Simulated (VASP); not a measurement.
# Si (P1) in VASP: single point with PBE

Aim: the single point of Si with PBE.

Everything below comes from runs of VASP 6.6.1. Logs are shortened: lines on timing, memory, paths and dates and some standing lists are left out, and cuts for length are marked.

**1. The cell of the first run**

The typed cell holds 8 atoms: a = 5.431 Å, b = 5.431 Å, c = 5.431 Å, α = 90.00°, β = 90.00°, γ = 90.00°.

**2. Single point, PBE**

Contents of INCAR:

```
PREC = Accurate ; ENCUT = 500
EDIFF = 1E-6 ; ISMEAR = 0
SIGMA = 0.01 ; LREAL = False
LASPH = True ; NELM = 120
ALGO = Normal ; ISIF = 2
LWAVE = False ; LCHARG = False
GGA = PE ; NBANDS = 26
GGA_COMPAT = False
```

Contents of KPOINTS:

```
Automatic mesh
0
Gamma
  1 1 1
```

Contents of POSCAR:

```
Si
1.0
    5.4310000000      0.0000000000      0.0000000000
    0.0000000000      5.4310000000      0.0000000000
    0.0000000000      0.0000000000      5.4310000000
Si
8
Direct
    0.0098990000      0.0000330000      0.0001890000
    0.0000630000      0.4899930000      0.4999240000
    0.4998550000      0.0001990000      0.5151020000
    0.4999000000      0.5000380000      0.0000840000
    0.2501630000      0.2599120000      0.2499250000
    0.2498750000      0.7500360000      0.7401690000
    0.7600940000      0.2498560000      0.7499490000
    0.7498310000      0.7498640000      0.2499970000
```

Potentials or basis: VASP PAW PBE potentials, release 64 (Si).

Run with:

```sh
> cat potpaw_PBE.64/Si/POTCAR > POTCAR
> mpirun -np 1 vasp_gam > vasp.out
```

OUTCAR:

```text
PREC = Accurate
   ENCUT = 500
   EDIFF = 1E-6
   ISMEAR = 0
   LREAL = False
   LASPH = True
   NELM = 120
   ISIF = 2
   GGA = PE

 ion  position               nearest neighbor table
   1  0.010  0.000  0.000-   7 2.35   5 2.35   6 2.35   8 2.38
   2  0.000  0.490  0.500-   7 2.29   5 2.29   6 2.35   8 2.38
   3  0.500  0.000  0.515-   6 2.28   7 2.34   8 2.40   5 2.43
   4  0.500  0.500  0.000-   5 2.32   8 2.35   6 2.38   7 2.39
   5  0.250  0.260  0.250-   2 2.29   4 2.32   1 2.35   3 2.43
   6  0.250  0.750  0.740-   3 2.28   1 2.35   2 2.35   4 2.38
   7  0.760  0.250  0.750-   2 2.29   3 2.34   1 2.35   4 2.39
   8  0.750  0.750  0.250-   4 2.35   2 2.38   1 2.38   3 2.40

  LATTYP: Found a simple cubic cell.
 ALAT       =     5.4310000000

  Lattice vectors:

 A1 = (   5.4310000000,   0.0000000000,   0.0000000000)
 A2 = (   0.0000000000,   5.4310000000,   0.0000000000)
 A3 = (   0.0000000000,   0.0000000000,   5.4310000000)

Analysis of symmetry for initial positions (statically):
=====================================================================
 Subroutine PRICEL returns:
 Original cell was already a primitive cell.

 Routine SETGRP: Setting up the symmetry group for a
 simple cubic supercell.

 Subroutine GETGRP returns: Found  1 space group operations
 (whereof  1 operations were pure point group operations)
 out of a pool of 48 trial point group operations.

The static configuration has the point symmetry C_1 .

Analysis of symmetry for dynamics (positions and initial velocities):
=====================================================================
 Subroutine PRICEL returns:
 Original cell was already a primitive cell.

 Routine SETGRP: Setting up the symmetry group for a
 simple cubic supercell.

 Subroutine GETGRP returns: Found  1 space group operations
 (whereof  1 operations were pure point group operations)
 out of a pool of 48 trial point group operations.

The dynamic configuration has the point symmetry C_1 .

 Subroutine INISYM returns: Found  1 space group operations
 (whereof  1 operations are pure point group operations),
 and found     1 'primitive' translations

----------------------------------------------------------------------------------------

                                     Primitive cell

  volume of cell :     160.1915

  direct lattice vectors                    reciprocal lattice vectors
     5.431000000  0.000000000  0.000000000     0.184128153  0.000000000  0.000000000
     0.000000000  5.431000000  0.000000000     0.000000000  0.184128153  0.000000000
     0.000000000  0.000000000  5.431000000     0.000000000  0.000000000  0.184128153

  length of vectors
     5.431000000  5.431000000  5.431000000     0.184128153  0.184128153  0.184128153

  position of ions in fractional coordinates (direct lattice)
     0.009899000  0.000033000  0.000189000
     0.000063000  0.489993000  0.499924000
     0.499855000  0.000199000  0.515102000
     0.499900000  0.500038000  0.000084000
     0.250163000  0.259912000  0.249925000
     0.249875000  0.750036000  0.740169000
     0.760094000  0.249856000  0.749949000
     0.749831000  0.749864000  0.249997000

  ion indices of the primitive-cell ions
   primitive index   ion index
                 1           1
                 2           2
                 3           3
                 4           4
                 5           5
                 6           6
                 7           7
                 8           8

----------------------------------------------------------------------------------------

 KPOINTS: Automatic mesh

Automatic generation of k-mesh.
 Grid dimensions read from file:
 generate k-points for:    1    1    1

 Generating k-lattice:

  Cartesian coordinates                     Fractional coordinates (reciprocal lattice)
     0.184128153  0.000000000  0.000000000     1.000000000  0.000000000  0.000000000
     0.000000000  0.184128153  0.000000000     0.000000000  1.000000000  0.000000000
     0.000000000  0.000000000  0.184128153     0.000000000  0.000000000  1.000000000

  Length of vectors
     0.184128153  0.184128153  0.184128153

  Shift w.r.t. Gamma in fractional coordinates (k-lattice)
     0.000000000  0.000000000  0.000000000

 Subroutine IBZKPT returns following result:
 ===========================================

 Found      1 irreducible k-points:

 Following reciprocal coordinates:
            Coordinates               Weight
  0.000000  0.000000  0.000000      1.000000
   k-points           NKPTS =      1   k-points in BZ     NKDIM =      1   number of bands    NBANDS=     26
   number of dos      NEDOS =    301   number of ions     NIONS =      8
   total plane-waves  NPLWV =  64000
   dimension x,y,z NGX =    40 NGY =   40 NGZ =   40
   dimension x,y,z NGXF=    80 NGYF=   80 NGZF=   80
   ions per type =               8
   NGX,Y,Z   is equivalent  to a cutoff of  12.24, 12.24, 12.24 a.u.
   NGXF,Y,Z  is equivalent  to a cutoff of  24.49, 24.49, 24.49 a.u.
 SYSTEM =  unknown system
   PREC   = accura    normal or accurate (medium, high low for compatibility)
   ISTART =      0    job   : 0-new  1-cont  2-samecut
   ICHARG =      2    charge: 1-file 2-atom 10-const
   ISPIN  =      1    spin polarized calculation?
   LNONCOLLINEAR =      F non collinear calculations
   LSORBIT =      F    spin-orbit coupling
   LASPH  =      T    aspherical Exc in radial PAW
   ENCUT  =  500.0 eV  36.75 Ry    6.06 a.u.   9.90  9.90  9.90*2*pi/ulx,y,z
   NELM   =    120;   NELMIN=  2; NELMDL= -5     # of ELM steps
   EDIFF  = 0.1E-05   stopping-criterion for ELM
   LREAL  =      F    real-space projection
   EDIFFG = 0.1E-04   stopping-criterion for IOM
   NSW    =      0    number of steps for IOM
   IBRION =     -1    ionic relax: 0-MD 1-quasi-New 2-CG
   NFREE  =      0    steps in history (QN), initial steepest desc. (CG)
   ISIF   =      2    stress and relaxation
   ISYM   =      2    0-nonsym 1-usesym 2-fastsym
   POTIM  = 0.5000    time-step for ionic-motion
   TEBEG  =    0.0;   TEEND  =   0.0 temperature during run
   PSTRESS=    0.0 pullay stress
   NELECT =      32.0000    total number of electrons
   NUPDOWN=      -1.0000    fix difference up-down
   EMIN   =  10.00;   EMAX   =-10.00  energy-range for DOS
   EFERMI =   0.00;   METHOD = LEGACY
   ISMEAR =     0;   SIGMA  =   0.01  broadening in eV -4-tet -1-fermi 0-gaus
   EFERMI_NEDOS =   21; number of points for ismear=-14 and -15
   IALGO  =     38    algorithm
   IMIX   =      4    mixing-type and parameters
     AMIX     =   0.40;   BMIX     =  1.00
     AMIX_MAG =   1.60;   BMIX_MAG =  1.00
  volume/ion in A,a.u.               =      20.02       135.13
  Fermi-wavevector in a.u.,A,eV,Ry     =   0.956999  1.808467 12.460868  0.915848
  Thomas-Fermi vector in A             =   2.085978
   LORBIT       =      0    0 simple, 1 ext, 2 COOP (PROOUT), +10 PAW based schemes
   GGA     = PE    functional components
   LHFCALC =     F    Hartree Fock is set to
   AEXX    =    0.0000 exact exchange contribution
   IVDW    =     0    specifies the selected vdW correction
   LEPSILON=     F    determine dielectric tensor
   LRPA    =     F    only Hartree local field effects (RPA)
 non-spin polarized calculation
 Gauss-broadening in eV      SIGMA  =   0.01
  energy-cutoff  :      500.00
  volume of cell :      160.19
 maximum number of plane-waves:      2034
 NGX is ok and might be reduce to    40
   NGX = 19   NGY = 19   NGZ = 19

 number of electron      32.0000003 magnetization

 Free energy of the ion-electron system (eV)
  ---------------------------------------------------
  ext. energy  EPLUGINS =         0.00000000
  ---------------------------------------------------
  free energy    TOTEN  =       -33.06691043 eV

  energy without entropy =      -33.06691043  energy(sigma->0) =      -33.06691043

 E-fermi :   6.3661     XC(G=0):  -9.1986

 val. band max:        6.3202183521   @ k =   0.0000   0.0000   0.0000
 cond. band min:       6.5866905371   @ k =   0.0000   0.0000   0.0000
 fundamental gap:      0.2664721850
 Fermi energy:         6.3661475769

 k-point     1 :       0.0000    0.0000    0.0000
  band No.  band energies     occupation
      1      -5.8860      2.00000
      2      -1.9246      2.00000
      3      -1.8402      2.00000
      4      -1.7384      2.00000
      5      -1.6773      2.00000
      6      -1.5939      2.00000
[... 18 lines left out ...]
     25       8.7060      0.00000
     26       9.5223      0.00000

------------------------ aborting loop because EDIFF is reached ----------------------------------------

  FORCE on cell =-STRESS in cart. coord.  units (eV):
  Direction    XX          YY          ZZ          XY          YZ          ZX
  --------------------------------------------------------------------------------------
  -------------------------------------------------------------------------------------
  Total       10.9177237     10.6023584     10.8110678      1.4948039     -0.0732847     -1.0232126
  in kB      109.1951313    106.0409613    108.1283970     14.9504890     -0.7329669    -10.2338026
  external PRESSURE =     107.7881632 kB  Pullay stress =       0.0000000 kB

 VOLUME and BASIS-vectors are now :
 -----------------------------------------------------------------------------
  energy-cutoff  :      500.00
  volume of cell :      160.19
      direct lattice vectors                 reciprocal lattice vectors
     5.431000000  0.000000000  0.000000000     0.184128153  0.000000000  0.000000000
     0.000000000  5.431000000  0.000000000     0.000000000  0.184128153  0.000000000
     0.000000000  0.000000000  5.431000000     0.000000000  0.000000000  0.184128153

 POSITION                                       TOTAL-FORCE (eV/Angst)
 -----------------------------------------------------------------------------------
      0.05376      0.00018      0.00103         0.165214     -0.093922      0.012840
      0.00034      2.66115      2.71509        -0.320647      0.849490     -0.593693
      2.71471      0.00108      2.79752         0.318663      0.718668     -0.880135
      2.71496      2.71571      0.00046         0.217495      0.344688     -0.759811
      1.35864      1.41158      1.35734         0.490364     -0.767682      0.384426
      1.35707      4.07345      4.01986        -0.440731     -0.919871      0.543818
      4.12807      1.35697      4.07297        -0.224739     -0.293060      0.951937
      4.07233      4.07251      1.35773        -0.205618      0.161690      0.340617
 -----------------------------------------------------------------------------------
    total drift:                                0.000048      0.000001     -0.000025

  FREE ENERGIE OF THE ION-ELECTRON SYSTEM (eV)
  ---------------------------------------------------
  free  energy   TOTEN  =       -33.0669104252 eV

  energy  without entropy=      -33.0669104252  energy(sigma->0) =      -33.06691043
```

Run time: 12 s. Hardware: 1 thread of AMD EPYC 7R13, shared host; peak memory 0.18 GiB.

Results:

```yaml
Free_energy: -33.0669 eV
Pressure: 10.8 GPa
Largest_force: 1.180 eV/Å
Band_gap_on_the_k_mesh: 0.27 eV
```

Forces in eV/Å, atoms in the order of the input:
```
Si   0.165 -0.094  0.013
Si  -0.321  0.849 -0.594
Si   0.319  0.719 -0.880
Si   0.217  0.345 -0.760
Si   0.490 -0.768  0.384
Si  -0.441 -0.920  0.544
Si  -0.225 -0.293  0.952
Si  -0.206  0.162  0.341
```

Caveat: the k points lie up to 1.16 Å⁻¹ apart; forces of over 1 eV/Å act on the atoms, so gaps and moduli don't describe the material at rest. A k mesh can miss the band edges.
